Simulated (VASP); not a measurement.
# Pt (Fm-3m) in VASP: notebook

Runs on Pt. Level: LDA. Tasks: single point, relaxation of cell and atoms.

Everything below comes from runs of VASP 6.6.1. Logs are shortened: lines on timing, memory, paths and dates and some standing lists are left out, and cuts for length are marked.

**1. The cell of the first run**

Symmetry: Fm-3m, No. 225, cubic system. The conventional cell has a = 3.893 Å, b = 3.893 Å, c = 3.893 Å, α = 90.00°, β = 90.00°, γ = 90.00°. Pt (site symmetry m-3m) has 12 Pt at 2.75 Å within 3.6 Å.

**2. Single point, LDA**

Input file INCAR:

```
PREC = Accurate ; ENCUT = 520
EDIFF = 1E-6 ; ISMEAR = -1
SIGMA = 0.05 ; LREAL = F
LASPH = T ; NELM = 100
ALGO = Normal ; ISIF = 2
LWAVE = F ; LCHARG = F
NBANDS = 11
```

Input file KPOINTS:

```
regular mesh
0
Gamma
  11 11 11
```

Input file POSCAR:

```
Pt
1.0
    0.0000000000      1.9463336063      1.9463336063
    1.9463336063      0.0000000000      1.9463336063
    1.9463336063      1.9463336063      0.0000000000
Pt
1
Direct
    0.0000000000      0.0000000000      0.0000000000
```

Potentials or basis: VASP PAW LDA potentials, release 64 (Pt).

Launch:

```console
cat potpaw_LDA.64/Pt/POTCAR > POTCAR
mpirun -np 1 vasp_std > vasp.out
```

OUTCAR:

```text
PREC = Accurate
   ENCUT = 520
   EDIFF = 1E-6
   ISMEAR = -1
   LREAL = F
   LASPH = T
   NELM = 100
   ISIF = 2

 ion  position               nearest neighbor table
   1  0.000  0.000  0.000-

  LATTYP: Found a face centered cubic cell.
 ALAT       =     3.8926672126

  Lattice vectors:

 A1 = (   0.0000000000,   1.9463336063,   1.9463336063)
 A2 = (   1.9463336063,   0.0000000000,   1.9463336063)
 A3 = (   1.9463336063,   1.9463336063,   0.0000000000)

Analysis of symmetry for initial positions (statically):
=====================================================================
 Subroutine PRICEL returns:
 Original cell was already a primitive cell.

 Routine SETGRP: Setting up the symmetry group for a
 face centered cubic supercell.

 Subroutine GETGRP returns: Found 48 space group operations
[... 9 lines left out ...]

 Routine SETGRP: Setting up the symmetry group for a
 face centered cubic supercell.

 Subroutine GETGRP returns: Found 48 space group operations
[... 11 lines left out ...]
                                     Primitive cell

  volume of cell :      14.7463

  direct lattice vectors                    reciprocal lattice vectors
     0.000000000  1.946333606  1.946333606    -0.256893268  0.256893268  0.256893268
     1.946333606  0.000000000  1.946333606     0.256893268 -0.256893268  0.256893268
     1.946333606  1.946333606  0.000000000     0.256893268  0.256893268 -0.256893268

  length of vectors
     2.752531383  2.752531383  2.752531383     0.444952192  0.444952192  0.444952192

  position of ions in fractional coordinates (direct lattice)
     0.000000000  0.000000000  0.000000000

  ion indices of the primitive-cell ions
   primitive index   ion index
                 1           1

----------------------------------------------------------------------------------------

 KPOINTS: regular mesh

Automatic generation of k-mesh.
 Grid dimensions read from file:
 generate k-points for:   11   11   11

 Generating k-lattice:

  Cartesian coordinates                     Fractional coordinates (reciprocal lattice)
    -0.023353933  0.023353933  0.023353933     0.090909091  0.000000000  0.000000000
     0.023353933 -0.023353933  0.023353933     0.000000000  0.090909091  0.000000000
     0.023353933  0.023353933 -0.023353933     0.000000000  0.000000000  0.090909091

  Length of vectors
     0.040450199  0.040450199  0.040450199

  Shift w.r.t. Gamma in fractional coordinates (k-lattice)
     0.000000000  0.000000000  0.000000000

 Subroutine IBZKPT returns following result:
 ===========================================

 Found     56 irreducible k-points:

 Following reciprocal coordinates:
            Coordinates               Weight
  0.000000  0.000000  0.000000      1.000000
  0.090909  0.000000  0.000000      8.000000
  0.181818  0.000000  0.000000      8.000000
  0.272727  0.000000  0.000000      8.000000
  0.363636  0.000000  0.000000      8.000000
  0.454545  0.000000  0.000000      8.000000
[... 16 lines left out ...]
 -0.272727  0.181818  0.000000     24.000000
 -0.181818  0.181818  0.000000     12.000000
 [... further k-points ...]
   k-points           NKPTS =     56   k-points in BZ     NKDIM =     56   number of bands    NBANDS=     11
   number of dos      NEDOS =    301   number of ions     NIONS =      1
   total plane-waves  NPLWV =   8000
   dimension x,y,z NGX =    20 NGY =   20 NGZ =   20
   dimension x,y,z NGXF=    40 NGYF=   40 NGZF=   40
   ions per type =               1
   NGX,Y,Z   is equivalent  to a cutoff of  12.08, 12.08, 12.08 a.u.
   NGXF,Y,Z  is equivalent  to a cutoff of  24.16, 24.16, 24.16 a.u.
 SYSTEM =  unknown system
   PREC   = accura    normal or accurate (medium, high low for compatibility)
   ISTART =      0    job   : 0-new  1-cont  2-samecut
   ICHARG =      2    charge: 1-file 2-atom 10-const
   ISPIN  =      1    spin polarized calculation?
   LNONCOLLINEAR =      F non collinear calculations
   LSORBIT =      F    spin-orbit coupling
   LASPH  =      T    aspherical Exc in radial PAW
   ENCUT  =  520.0 eV  38.22 Ry    6.18 a.u.   5.12  5.12  5.12*2*pi/ulx,y,z
   NELM   =    100;   NELMIN=  2; NELMDL= -5     # of ELM steps
   EDIFF  = 0.1E-05   stopping-criterion for ELM
   LREAL  =      F    real-space projection
   EDIFFG = 0.1E-04   stopping-criterion for IOM
   NSW    =      0    number of steps for IOM
   IBRION =     -1    ionic relax: 0-MD 1-quasi-New 2-CG
   NFREE  =      0    steps in history (QN), initial steepest desc. (CG)
   ISIF   =      2    stress and relaxation
   ISYM   =      2    0-nonsym 1-usesym 2-fastsym
   POTIM  = 0.5000    time-step for ionic-motion
   TEBEG  =    0.0;   TEEND  =   0.0 temperature during run
   PSTRESS=    0.0 pullay stress
   NELECT =      10.0000    total number of electrons
   NUPDOWN=      -1.0000    fix difference up-down
   EMIN   =  10.00;   EMAX   =-10.00  energy-range for DOS
   EFERMI =   0.00;   METHOD = LEGACY
   ISMEAR =    -1;   SIGMA  =   0.05  broadening in eV -4-tet -1-fermi 0-gaus
   EFERMI_NEDOS =   21; number of points for ismear=-14 and -15
   IALGO  =     38    algorithm
   IMIX   =      4    mixing-type and parameters
     AMIX     =   0.40;   BMIX     =  1.00
     AMIX_MAG =   1.60;   BMIX_MAG =  1.00
  volume/ion in A,a.u.               =      14.75        99.51
  Fermi-wavevector in a.u.,A,eV,Ry     =   1.438294  2.717981 28.146216  2.068689
  Thomas-Fermi vector in A             =   2.557276
   LORBIT       =      0    0 simple, 1 ext, 2 COOP (PROOUT), +10 PAW based schemes
   GGA     = CA    functional components
   LHFCALC =     F    Hartree Fock is set to
   AEXX    =    0.0000 exact exchange contribution
   IVDW    =     0    specifies the selected vdW correction
   LEPSILON=     F    determine dielectric tensor
   LRPA    =     F    only Hartree local field effects (RPA)
 non-spin polarized calculation
  energy-cutoff  :      520.00
  volume of cell :       14.75
 maximum number of plane-waves:       411
   NGX = 11   NGY = 11   NGZ = 11

 number of electron      10.0000000 magnetization

 Free energy of the ion-electron system (eV)
  ---------------------------------------------------
  ext. energy  EPLUGINS =         0.00000000
  ---------------------------------------------------
  free energy    TOTEN  =        -7.52109413 eV

  energy without entropy =       -7.50449263  energy(sigma->0) =       -7.51279338

 E-fermi :  11.5338     XC(G=0): -13.8193

 val. band max:       11.5288555826   @ k =  -0.4545   0.1818   0.0000
 cond. band min:      11.5392228556   @ k =   0.4545   0.0000   0.0000
 fundamental gap:      0.0103672730
 Fermi energy:        11.5337684499

 k-point     1 :       0.0000    0.0000    0.0000
  band No.  band energies     occupation
      1       1.0827      2.00000
      2       7.6133      2.00000
      3       7.6133      2.00000
      4       7.6133      2.00000
      5       9.8890      2.00000
      6       9.8890      2.00000
      7      26.1369      0.00000
      8      31.1884      0.00000
      9      31.1884      0.00000
     10      31.1884      0.00000
     11      36.7268      0.00000

 k-point     2 :       0.0909    0.0000    0.0000
  band No.  band energies     occupation
      1       1.4197      2.00000
      2       7.4664      2.00000
      3       7.7447      2.00000
      4       7.7447      2.00000
      5       9.8181      2.00000
      6       9.8181      2.00000
      7      26.6627      0.00000
      8      29.6849      0.00000
      9      31.7178      0.00000
     10      31.7178      0.00000
     11      38.2657      0.00000

 k-point     3 :       0.1818    0.0000    0.0000
  band No.  band energies     occupation
      1       2.3330      2.00000
      2       7.2058      2.00000
      3       7.9860      2.00000
      4       7.9860      2.00000
      5       9.7924      2.00000
      6       9.7924      2.00000
      7      27.1143      0.00000
      8      27.7884      0.00000
      9      33.1729      0.00000
     10      33.1729      0.00000
     11      36.3157      0.00000

 k-point     4 :       0.2727    0.0000    0.0000
  band No.  band energies     occupation
      1       3.4015      2.00000
      2       7.3921      2.00000
      3       7.9723      2.00000
      4       7.9723      2.00000
      5      10.2158      2.00000
      6      10.2158      2.00000
      7      24.2321      0.00000
      8      27.8054      0.00000
      9      34.4871      0.00000
     10      34.4871      0.00000
     11      35.4143      0.00000

 k-point     5 :       0.3636    0.0000    0.0000
  band No.  band energies     occupation
      1       3.9196      2.00000
      2       7.7493      2.00000
      3       7.7493      2.00000
      4       8.7300      2.00000
      5      10.9682      1.99998
      6      10.9682      1.99998
      7      20.9411      0.00000
      8      26.5792      0.00000
      9      32.3710      0.00000
     10      32.3710      0.00000
     11      37.8194      0.00000

 k-point     6 :       0.4545    0.0000    0.0000
  band No.  band energies     occupation
      1       3.9796      2.00000
      2       7.5818      2.00000
      3       7.5818      2.00000
      4      10.6156      2.00000
      5      11.5392      0.94551
      6      11.5392      0.94550
      7      18.0939      0.00000
      8      25.8104      0.00000
      9      30.8342      0.00000
     10      30.8342      0.00000
     11      40.1341      0.00000

 k-point     7 :       0.0909    0.0909    0.0000
  band No.  band energies     occupation
      1       1.5334      2.00000
      2       7.3157      2.00000
      3       7.8513      2.00000
      4       7.8513      2.00000
      5       9.5556      2.00000
      6      10.0103      2.00000
      7      26.8569      0.00000
      8      30.2069      0.00000
      9      31.2755      0.00000
     10      31.2755      0.00000
     11      39.1988      0.00000

 k-point     8 :       0.1818    0.0909    0.0000
  band No.  band energies     occupation
      1       2.2665      2.00000
      2       7.0053      2.00000
      3       8.1072      2.00000
      4       8.1334      2.00000
      5       9.3116      2.00000
      6      10.1292      2.00000
      7      27.8783      0.00000
      8      28.2580      0.00000
      9      31.6444      0.00000
     10      32.4235      0.00000
     11      37.2645      0.00000
[... 141 lines left out ...]
 k-point    19 :       0.3636    0.1818    0.0000
  band No.  band energies     occupation
      1       4.5533      2.00000
      2       6.3619      2.00000
      3       7.6124      2.00000
      4       8.8415      2.00000
      5      11.0182      1.99993
      6      11.2634      1.99108
      7      23.5974      0.00000
      8      28.4130      0.00000
      9      29.0722      0.00000
     10      31.4909      0.00000
     11      36.4436      0.00000

 k-point    20 :       0.4545    0.1818    0.0000
  band No.  band energies     occupation
      1       4.8212      2.00000
      2       6.8680      2.00000
      3       7.6514      2.00000
      4       8.6145      2.00000
      5      11.6946      0.07715
      6      13.0810      0.00000
      7      19.8900      0.00000
      8      27.2513      0.00000
      9      28.6578      0.00000
     10      30.3633      0.00000
     11      38.7421      0.00000

 k-point    21 :      -0.4545    0.1818    0.0000
  band No.  band energies     occupation
      1       4.8986      2.00000
      2       6.8448      2.00000
      3       8.3525      2.00000
      4       8.4325      2.00000
      5      11.5289      1.04909
      6      15.1587      0.00000
      7      17.2923      0.00000
      8      26.4801      0.00000
      9      29.0019      0.00000
     10      29.3417      0.00000
     11      39.3887      0.00000

 k-point    22 :      -0.3636    0.1818    0.0000
  band No.  band energies     occupation
      1       5.0057      2.00000
      2       6.9798      2.00000
      3       8.1012      2.00000
      4       8.4052      2.00000
      5      10.7745      2.00000
      6      14.1169      0.00000
      7      19.2815      0.00000
      8      26.1722      0.00000
      9      28.5158      0.00000
     10      31.3062      0.00000
     11      37.0281      0.00000

 k-point    23 :      -0.2727    0.1818    0.0000
  band No.  band energies     occupation
      1       4.9340      2.00000
      2       6.9620      2.00000
      3       7.4381      2.00000
      4       8.5683      2.00000
      5       9.7717      2.00000
      6      12.7583      0.00000
      7      22.5192      0.00000
      8      26.6253      0.00000
      9      29.0851      0.00000
     10      34.0152      0.00000
     11      34.1630      0.00000

 k-point    24 :      -0.1818    0.1818    0.0000
  band No.  band energies     occupation
      1       4.0758      2.00000
      2       6.6682      2.00000
      3       7.8259      2.00000
      4       8.8361      2.00000
      5       8.9225      2.00000
      6      11.4922      1.39294
      7      25.1858      0.00000
      8      27.8672      0.00000
      9      30.6705      0.00000
     10      31.7539      0.00000
     11      36.4820      0.00000

 [... further k-points ...]
[... 5 lines left out ...]
  --------------------------------------------------------------------------------------
  -------------------------------------------------------------------------------------
  Total        0.0715546      0.0715546      0.0715546      0.0000000      0.0000000      0.0000000
  in kB        7.7743944      7.7743944      7.7743944      0.0000000      0.0000000      0.0000000
  external PRESSURE =       7.7743944 kB  Pullay stress =       0.0000000 kB

 VOLUME and BASIS-vectors are now :
 -----------------------------------------------------------------------------
  energy-cutoff  :      520.00
  volume of cell :       14.75
      direct lattice vectors                 reciprocal lattice vectors
     0.000000000  1.946333606  1.946333606    -0.256893268  0.256893268  0.256893268
     1.946333606  0.000000000  1.946333606     0.256893268 -0.256893268  0.256893268
     1.946333606  1.946333606  0.000000000     0.256893268  0.256893268 -0.256893268

 POSITION                                       TOTAL-FORCE (eV/Angst)
 -----------------------------------------------------------------------------------
      0.00000      0.00000      0.00000        -0.000000      0.000000      0.000000
 -----------------------------------------------------------------------------------
    total drift:                                0.000000      0.000000      0.000000

  FREE ENERGIE OF THE ION-ELECTRON SYSTEM (eV)
  ---------------------------------------------------
  free  energy   TOTEN  =        -7.5210941268 eV

  energy  without entropy=       -7.5044926267  energy(sigma->0) =       -7.51279338
```

It took 7.3 s on 1 thread of Intel Xeon Platinum 8488C (Sapphire Rapids), shared host; peak memory 0.12 GiB.

Results:

```yaml
Free_energy: -7.5211 eV
Pressure: 0.8 GPa
Band_gap_on_the_k_mesh: zero (band 5 reaches 11.99 eV, above the bottom of band 6 at 9.79 eV)
```

Levels at points of the mesh, in eV from the Fermi level:
| k point | band 1 | band 2 | band 3 | band 4 | band 5 | band 6 | band 7 | band 8 | band 9 | band 10 |
| --- | --- | --- | --- | --- | --- | --- | --- | --- | --- | --- |
| (0.00, 0.00, 0.00) | -10.45 | -3.92 | -3.92 | -3.92 | -1.64 | -1.64 | 14.60 | 19.65 | 19.65 | 19.65 |

Caveat: spin-orbit coupling is left out, which moves the levels of the heavy elements.

[end of part 1 of 2]
